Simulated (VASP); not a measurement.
Write the native input for VASP 6.6.1 that does the following.

```
Task                   : single point
Functional             : PBEsol
Potentials or basis    : VASP PAW PBE potentials, release 64 (Mg, Sn_d)
Cutoff                 : 600 eV
k mesh                 : 12 × 12 × 12
Occupations            : fermi-dirac, width 0.1 eV
Spin                   : no spin polarisation
Dipole correction      : no
Further INCAR settings : ALGO = Normal; EDIFF = 1e-06; NBANDS = 16
```

The structure of Mg2Sn lies in POSCAR:

```
Mg2Sn
1.0
    0.0000000000      3.1945378392      3.1945378392
    3.1945378392      0.0000000000      3.1945378392
    3.1945378392      3.1945378392      0.0000000000
Mg Sn
2 1
Direct
    0.2500000000      0.2500000000      0.2500000000
    0.7500000000      0.7500000000      0.7500000000
    0.0000000000      0.0000000000      0.0000000000
```

One way to write it, as run:

INCAR

```
SYSTEM = Mg2Sn
ALGO = Normal
EDIFF = 1E-6
ENCUT = 600
GGA = PS
GGA_COMPAT = .False.
ISIF = 2
ISMEAR = -1
LASPH = .True.
LCHARG = .False.
LREAL = .False.
LWAVE = .False.
NBANDS = 16
NELM = 120
PREC = Accurate
SIGMA = 0.1
```

KPOINTS

```
k-points
0
Gamma
  12 12 12
  0 0 0
```

Potentials or basis: VASP PAW PBE potentials, release 64 (Mg, Sn_d).

Run with:

```console
$ cat potpaw_PBE.64/Mg/POTCAR potpaw_PBE.64/Sn_d/POTCAR > POTCAR
$ mpirun -np 1 vasp_std > vasp.out
```

Results of the run:

- Pressure: 10.0 GPa
- Band gap on the k mesh: zero (bands 9 and 10 overlap by 0.08 eV)

Caveat: the cell stands under pressure; the PAW data sets were made with another functional, which shifts forces and pressure a little; spin-orbit coupling is left out, which moves the levels of the heavy elements.

Run time: 91 s on 1 thread of Intel Xeon 8259CL (shared host), peak memory 0.27 GiB.
